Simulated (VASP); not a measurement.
# TePb (P6_3mc) in VASP: further runs

The runs below take TePb through single point, with PBE.

Program: VASP 6.6.1. These are calculated values, not measurements. Logs are shortened: lines on timing, memory, paths and dates and some standing lists are left out, and cuts for length are marked.

### 1 The cell of the first run

Symmetry: P6_3mc, No. 186, hexagonal system. Conventional cell: a = 5.418 Å, b = 5.418 Å, c = 13.006 Å, α = 90.00°, β = 90.00°, γ = 120.00°. Within 4.0 Å of Pb (site symmetry 3m) lie 5 Te at 3.06 to 3.44 Å. Within 4.0 Å of Pb (site symmetry 3m) lie 4 Te at 3.01 to 3.14 Å. Within 4.0 Å of Te (site symmetry 3m) lie 5 Pb at 3.06 to 3.44 Å. Within 4.0 Å of Te (site symmetry 3m) lie 4 Pb at 3.01 to 3.13 Å.

### 2 Single point, PBE (41.33 Å³/atom)

Contents of INCAR:

```
SYSTEM = TePb
PREC = Accurate
ENCUT = 500
EDIFF = 1E-6
ISMEAR = 0
SIGMA = 0.01
LREAL = .FALSE.
LASPH = .TRUE.
NELM = 120
ALGO = Normal
ISIF = 2
LWAVE = .FALSE.
LCHARG = .FALSE.
GGA = PE
NBANDS = 50
GGA_COMPAT = .FALSE.
```

Contents of KPOINTS:

```
regular mesh
0
G
  6 6 2
  0 0 0
```

Contents of POSCAR:

```
TePb
1.0
    5.4180671817      0.0000000000      0.0000000000
   -2.7090335908      4.6921838188      0.0000000000
    0.0000000000      0.0000000000     13.0057955751
Pb Te
4 4
Direct
    0.0000000000      0.0000000000     -0.0256610509
    0.3333333333      0.6666666667      0.2295650227
    0.0000000000      0.0000000000      0.4743389491
    0.6666666667      0.3333333333      0.7295650227
    0.0000000000      0.0000000000      0.2099116064
    0.3333333333      0.6666666667      0.4611844218
    0.0000000000      0.0000000000      0.7099116064
    0.6666666667      0.3333333333      0.9611844218
```

Potentials or basis: VASP PAW PBE potentials, release 64 (Pb_d, Te).

On the command line:

```
> cat potpaw_PBE.64/Pb_d/POTCAR potpaw_PBE.64/Te/POTCAR > POTCAR
> mpirun -np 1 vasp_std > vasp.out
```

OUTCAR:

```text
SYSTEM = TePb
   PREC = Accurate
   ENCUT = 500
   EDIFF = 1E-6
   ISMEAR = 0
   LREAL = .FALSE.
   LASPH = .TRUE.
   NELM = 120
   ISIF = 2
   GGA = PE

 ion  position               nearest neighbor table
   1  0.000  0.000  0.974-   5 3.06   8 3.13   8 3.13   8 3.13   7 3.44
   2  0.333  0.667  0.230-   6 3.01   5 3.14   5 3.14   5 3.14
   3  0.000  0.000  0.474-   7 3.06   6 3.13   6 3.13   6 3.13   5 3.44
   4  0.667  0.333  0.730-   8 3.01   7 3.14   7 3.14   7 3.14
   5  0.000  0.000  0.210-   1 3.06   2 3.14   2 3.14   2 3.14   3 3.44
   6  0.333  0.667  0.461-   2 3.01   3 3.13   3 3.13   3 3.13
   7  0.000  0.000  0.710-   3 3.06   4 3.14   4 3.14   4 3.14   1 3.44
   8  0.667  0.333  0.961-   4 3.01   1 3.13   1 3.13   1 3.13

  LATTYP: Found a hexagonal cell.
 ALAT       =     5.4180671817
 C/A-ratio  =     2.4004493003

  Lattice vectors:

 A1 = (   5.4180671817,   0.0000000000,   0.0000000000)
 A2 = (  -2.7090335908,   4.6921838188,   0.0000000000)
 A3 = (   0.0000000000,   0.0000000000,  13.0057955751)

Analysis of symmetry for initial positions (statically):
=====================================================================
 Subroutine PRICEL returns:
 Original cell was already a primitive cell.

 Routine SETGRP: Setting up the symmetry group for a
 hexagonal supercell.

 Subroutine GETGRP returns: Found 12 space group operations
 (whereof  6 operations were pure point group operations)
 out of a pool of 24 trial point group operations.

The static configuration has the point symmetry C_3v.
 The point group associated with its full space group is C_6v.

Analysis of symmetry for dynamics (positions and initial velocities):
=====================================================================
 Subroutine PRICEL returns:
 Original cell was already a primitive cell.

 Routine SETGRP: Setting up the symmetry group for a
 hexagonal supercell.

 Subroutine GETGRP returns: Found 12 space group operations
 (whereof  6 operations were pure point group operations)
 out of a pool of 24 trial point group operations.

The dynamic configuration has the point symmetry C_3v.
 The point group associated with its full space group is C_6v.

 Subroutine INISYM returns: Found 12 space group operations
 (whereof  6 operations are pure point group operations),
 and found     1 'primitive' translations

----------------------------------------------------------------------------------------

                                     Primitive cell

  volume of cell :     330.6407

  direct lattice vectors                    reciprocal lattice vectors
     5.418067182  0.000000000  0.000000000     0.184567663  0.106560190  0.000000000
    -2.709033591  4.692183819  0.000000000     0.000000000  0.213120380  0.000000000
     0.000000000  0.000000000 13.005795575     0.000000000  0.000000000  0.076888799

  length of vectors
     5.418067182  5.418067182 13.005795575     0.213120380  0.213120380  0.076888799

  position of ions in fractional coordinates (direct lattice)
     0.000000000  0.000000000  0.974338949
     0.333333333  0.666666667  0.229565023
     0.000000000  0.000000000  0.474338949
     0.666666667  0.333333333  0.729565023
     0.000000000  0.000000000  0.209911606
     0.333333333  0.666666667  0.461184422
     0.000000000  0.000000000  0.709911606
     0.666666667  0.333333333  0.961184422

  ion indices of the primitive-cell ions
   primitive index   ion index
                 1           1
                 2           2
                 3           3
                 4           4
                 5           5
                 6           6
                 7           7
                 8           8

----------------------------------------------------------------------------------------

 KPOINTS: regular mesh

Automatic generation of k-mesh.
 Grid dimensions read from file:
 generate k-points for:    6    6    2

 Generating k-lattice:

  Cartesian coordinates                     Fractional coordinates (reciprocal lattice)
     0.030761277  0.017760032  0.000000000     0.166666667 -0.000000000  0.000000000
     0.000000000  0.035520063  0.000000000     0.000000000  0.166666667  0.000000000
     0.000000000  0.000000000  0.038444399     0.000000000  0.000000000  0.500000000

  Length of vectors
     0.035520063  0.035520063  0.038444399

  Shift w.r.t. Gamma in fractional coordinates (k-lattice)
     0.000000000  0.000000000  0.000000000

 Subroutine IBZKPT returns following result:
 ===========================================

 Found     14 irreducible k-points:

 Following reciprocal coordinates:
            Coordinates               Weight
  0.000000  0.000000  0.000000      1.000000
  0.166667  0.000000  0.000000      6.000000
  0.333333  0.000000  0.000000      6.000000
  0.500000  0.000000  0.000000      3.000000
  0.166667  0.166667  0.000000      6.000000
  0.333333  0.166667  0.000000     12.000000
  0.333333  0.333333  0.000000      2.000000
  0.000000  0.000000  0.500000      1.000000
  0.166667  0.000000  0.500000      6.000000
  0.333333  0.000000  0.500000      6.000000
  0.500000  0.000000  0.500000      3.000000
  0.166667  0.166667  0.500000      6.000000
  0.333333  0.166667  0.500000     12.000000
  0.333333  0.333333  0.500000      2.000000
   k-points           NKPTS =     14   k-points in BZ     NKDIM =     14   number of bands    NBANDS=     50
   number of dos      NEDOS =    301   number of ions     NIONS =      8
   total plane-waves  NPLWV = 153600
   dimension x,y,z NGX =    40 NGY =   40 NGZ =   96
   dimension x,y,z NGXF=    80 NGYF=   80 NGZF=  192
   ions per type =               4   4
   NGX,Y,Z   is equivalent  to a cutoff of  12.27, 12.27, 12.27 a.u.
   NGXF,Y,Z  is equivalent  to a cutoff of  24.55, 24.55, 24.54 a.u.
 SYSTEM =  TePb
   PREC   = accura    normal or accurate (medium, high low for compatibility)
   ISTART =      0    job   : 0-new  1-cont  2-samecut
   ICHARG =      2    charge: 1-file 2-atom 10-const
   ISPIN  =      1    spin polarized calculation?
   LNONCOLLINEAR =      F non collinear calculations
   LSORBIT =      F    spin-orbit coupling
   LASPH  =      T    aspherical Exc in radial PAW
   ENCUT  =  500.0 eV  36.75 Ry    6.06 a.u.   9.88  9.88 23.71*2*pi/ulx,y,z
   NELM   =    120;   NELMIN=  2; NELMDL= -5     # of ELM steps
   EDIFF  = 0.1E-05   stopping-criterion for ELM
   LREAL  =      F    real-space projection
   EDIFFG = 0.1E-04   stopping-criterion for IOM
   NSW    =      0    number of steps for IOM
   IBRION =     -1    ionic relax: 0-MD 1-quasi-New 2-CG
   NFREE  =      0    steps in history (QN), initial steepest desc. (CG)
   ISIF   =      2    stress and relaxation
   ISYM   =      2    0-nonsym 1-usesym 2-fastsym
   POTIM  = 0.5000    time-step for ionic-motion
   TEBEG  =    0.0;   TEEND  =   0.0 temperature during run
   PSTRESS=    0.0 pullay stress
   NELECT =      80.0000    total number of electrons
   NUPDOWN=      -1.0000    fix difference up-down
   EMIN   =  10.00;   EMAX   =-10.00  energy-range for DOS
   EFERMI =   0.00;   METHOD = LEGACY
   ISMEAR =     0;   SIGMA  =   0.01  broadening in eV -4-tet -1-fermi 0-gaus
   EFERMI_NEDOS =   21; number of points for ismear=-14 and -15
   IALGO  =     38    algorithm
   IMIX   =      4    mixing-type and parameters
     AMIX     =   0.40;   BMIX     =  1.00
     AMIX_MAG =   1.60;   BMIX_MAG =  1.00
  volume/ion in A,a.u.               =      41.33       278.91
  Fermi-wavevector in a.u.,A,eV,Ry     =   1.020123  1.927754 14.158927  1.040652
  Thomas-Fermi vector in A             =   2.153675
   LORBIT       =      0    0 simple, 1 ext, 2 COOP (PROOUT), +10 PAW based schemes
   GGA     = PE    functional components
   LHFCALC =     F    Hartree Fock is set to
   AEXX    =    0.0000 exact exchange contribution
   IVDW    =     0    specifies the selected vdW correction
   LEPSILON=     F    determine dielectric tensor
   LRPA    =     F    only Hartree local field effects (RPA)
 non-spin polarized calculation
 Gauss-broadening in eV      SIGMA  =   0.01
  energy-cutoff  :      500.00
  volume of cell :      330.64
 maximum number of plane-waves:      8440
 NGX is ok and might be reduce to    40
   NGX = 19   NGY = 19   NGZ = 47

 number of electron      80.0000000 magnetization

 Free energy of the ion-electron system (eV)
  ---------------------------------------------------
  ext. energy  EPLUGINS =         0.00000000
  ---------------------------------------------------
  free energy    TOTEN  =       -29.06637664 eV

  energy without entropy =      -29.06637664  energy(sigma->0) =      -29.06637664

 E-fermi :   3.9788     XC(G=0):  -8.1612

 val. band max:        3.8768518622   @ k =   0.3333   0.3333   0.0000
 cond. band min:       5.0412551041   @ k =   0.5000   0.0000   0.0000
 fundamental gap:      1.1644032419
 Fermi energy:         3.9788152797

 k-point     1 :       0.0000    0.0000    0.0000
  band No.  band energies     occupation
      1     -12.9640      2.00000
      2     -12.9529      2.00000
      3     -12.9432      2.00000
      4     -12.9432      2.00000
      5     -12.9423      2.00000
      6     -12.9423      2.00000
[... 42 lines left out ...]
     49       6.3934      0.00000
     50       6.7624      0.00000

 k-point     2 :       0.1667    0.0000    0.0000
  band No.  band energies     occupation
      1     -12.9630      2.00000
      2     -12.9533      2.00000
      3     -12.9438      2.00000
      4     -12.9426      2.00000
      5     -12.9415      2.00000
      6     -12.9407      2.00000
[... 42 lines left out ...]
     49       6.9711      0.00000
     50       7.2446      0.00000

 k-point     3 :       0.3333    0.0000    0.0000
  band No.  band energies     occupation
      1     -12.9611      2.00000
      2     -12.9546      2.00000
      3     -12.9454      2.00000
      4     -12.9424      2.00000
      5     -12.9382      2.00000
      6     -12.9377      2.00000
[... 572 lines left out ...]
     49       7.9106      0.00000
     50       7.9106      0.00000

 k-point    14 :       0.3333    0.3333    0.5000
  band No.  band energies     occupation
      1     -12.9536      2.00000
      2     -12.9536      2.00000
      3     -12.9483      2.00000
      4     -12.9483      2.00000
      5     -12.9359      2.00000
      6     -12.9359      2.00000
[... 42 lines left out ...]
     49       8.1037      0.00000
     50       8.1037      0.00000

------------------------ aborting loop because EDIFF is reached ----------------------------------------

  FORCE on cell =-STRESS in cart. coord.  units (eV):
  Direction    XX          YY          ZZ          XY          YZ          ZX
  --------------------------------------------------------------------------------------
  -------------------------------------------------------------------------------------
  Total        4.0874579      4.0874579      4.0761110      0.0000000      0.0000000     -0.0000000
  in kB       19.8064912     19.8064912     19.7515080      0.0000000      0.0000000     -0.0000000
  external PRESSURE =      19.7881634 kB  Pullay stress =       0.0000000 kB

 VOLUME and BASIS-vectors are now :
 -----------------------------------------------------------------------------
  energy-cutoff  :      500.00
  volume of cell :      330.64
      direct lattice vectors                 reciprocal lattice vectors
     5.418067182  0.000000000  0.000000000     0.184567663  0.106560190  0.000000000
    -2.709033591  4.692183819  0.000000000     0.000000000  0.213120380  0.000000000
     0.000000000  0.000000000 13.005795575     0.000000000  0.000000000  0.076888799

 POSITION                                       TOTAL-FORCE (eV/Angst)
 -----------------------------------------------------------------------------------
      0.00000      0.00000     12.67205        -0.000000      0.000000     -0.104119
     -0.00000      3.12812      2.98568        -0.000000     -0.000000     -0.249013
      0.00000      0.00000      6.16916         0.000000     -0.000000     -0.104119
      2.70903      1.56406      9.48857         0.000000     -0.000000     -0.249013
      0.00000      0.00000      2.73007         0.000000     -0.000000      0.109068
     -0.00000      3.12812      5.99807         0.000000     -0.000000      0.244063
      0.00000      0.00000      9.23297        -0.000000      0.000000      0.109068
      2.70903      1.56406     12.50097        -0.000000      0.000000      0.244063
 -----------------------------------------------------------------------------------
    total drift:                               -0.000000     -0.000000     -0.000443

  FREE ENERGIE OF THE ION-ELECTRON SYSTEM (eV)
  ---------------------------------------------------
  free  energy   TOTEN  =       -29.0663766391 eV

  energy  without entropy=      -29.0663766391  energy(sigma->0) =      -29.06637664
```

Wall time 8.3 min (1 thread of Oxide Virtual Turin-like, shared host); peak memory 0.44 GiB.

What came out:

```
Free energy            : -29.0664 eV
Pressure               : 2.0 GPa
Largest force          : 0.249 eV/Å
Band gap on the k mesh : 1.16 eV (least direct gap 1.29 eV)
```

Forces in eV/Å, atoms in the order of the input:
```
Pb   0.000  0.000 -0.104
Pb   0.000  0.000 -0.249
Pb   0.000  0.000 -0.104
Pb   0.000  0.000 -0.249
Te   0.000  0.000  0.109
Te   0.000  0.000  0.244
Te   0.000  0.000  0.109
Te   0.000  0.000  0.244
```

Caveat: spin-orbit coupling is left out, which moves the levels of the heavy elements. A k mesh can miss the band edges.

[end of part 1 of 2]
